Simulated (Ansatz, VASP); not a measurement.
## Na: VASP beside Ansatz

The input POSCAR:

```
Na
1.0
   -2.1125000000      2.1125000000      2.1125000000
    2.1125000000     -2.1125000000      2.1125000000
    2.1125000000      2.1125000000     -2.1125000000
Na
1
Direct
    0.0000000000      0.0000000000      0.0000000000
```

INCAR.step1

```
SYSTEM = Na
PREC = Accurate
ENCUT = 520
ISMEAR = -1
SIGMA = 0.1
LREAL = .FALSE.
LASPH = .TRUE.
NELM = 80
NBANDS = 10
GGA = PE
ALGO = Normal
EDIFF = 1E-4
LWAVE = .TRUE.
LCHARG = .FALSE.
```

The input INCAR.step2:

```
SYSTEM = Na
PREC = Accurate
ENCUT = 520
EDIFF = 1E-7
ISMEAR = -1
SIGMA = 0.1
LREAL = .FALSE.
LASPH = .TRUE.
NELM = 80
ALGO = Normal
ISIF = 2
LWAVE = .FALSE.
LCHARG = .FALSE.
METAGGA = R2SCAN
LMIXTAU = .TRUE.
NBANDS = 10
ISTART = 1
```

The input KPOINTS:

```
Automatic mesh
0
G
  11 11 11
  0 0 0
```

Input for Ansatz:

```yaml
crystal:
  lattice:
    - [-2.1125, 2.1125, 2.1125]
    - [2.1125, -2.1125, 2.1125]
    - [2.1125, 2.1125, -2.1125]
  atoms:
    - { symbol: Na, position: [0.0, 0.0, 0.0] }
hamiltonian:
  xc: r2scan
  pseudopotentials:
    kind: paw
    azcp:
      Na: "pseudopotentials/Na.paw.azcp"
basis:
  ecutwfc: 600
  fft_grid_basis: typed
kpoints:
  mp_grid: { grid: [11, 11, 11], shift: [0, 0, 0] }
magnetization:
  spin_polarized: false
scf:
  occupations: { method: fermi_dirac, width: 0.1 }
  lower_state_search: "off"
output:
  stress: true
```

Alike in both runs: task single point; functional r2SCAN; k mesh 11 × 11 × 11; occupations fermi-dirac, width 0.1 eV; no spin polarisation.

|  | VASP | Ansatz |
| --- | --- | --- |
| version | VASP 6.6.1 | Ansatz 0.2.0 |
| potentials or method | VASP PAW PBE potentials, release 64 (Na_pv), cutoff 520 eV | plane waves (600 eV) with PAW, scalar-relativistic |
| valence electrons in the cell | 7 | 9 |

Ansatz gave:

| Quantity | Value |
| --- | --- |
| pressure (GPa) | 0.0 |

Q: Estimate VASP's values.

A: Pressure (GPa): 0.1.

VASP's potentials were made for PBE, not for r2SCAN. With one functional, cell and mesh, what is left measures potentials, basis and numerics. VASP's potentials hold 7 valence electrons a cell and Ansatz's 9, so a difference there can come from the potentials and not from the codes.
